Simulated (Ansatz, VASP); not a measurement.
**One calculation of C, two programs**

```
C
1.0
     2.39945    0.00000    0.00000
    -1.19973    2.07799    0.00000
     0.00000    0.00000    6.90514
C
4
Direct
  0.00000 0.00000 0.00250
  0.00000 0.00000 0.50250
  0.33333 0.66667 0.00250
  0.66667 0.33333 0.50250
```

Alike in both runs: task single point; functional PBEsol; dispersion D3(BJ); k mesh 21 × 21 × 8; occupations gaussian, width 0.15 eV; no spin polarisation.

|  | VASP | Ansatz |
| --- | --- | --- |
| version | VASP 6.6.1 | Ansatz 0.2.0 |
| potentials or method | VASP PAW PBE potentials, release 64 (C), cutoff 520 eV | scalar-relativistic, plane waves, PAW |
| valence electrons in the cell | 16 | 16 |

```csv
,VASP,Ansatz,Ansatz less VASP
gap on the k mesh at the Fermi level (eV),none,none,-
pressure (GPa),23.4,22.7,-0.76
"traceless stress, the component that is largest in VASP (GPa)",-24.90,-24.04,+0.856
```

VASP's potentials were made for PBE, not for PBEsol, and Ansatz warns of the same on its side. A gap of «none» marks a metal or a gap that the smearing closes.
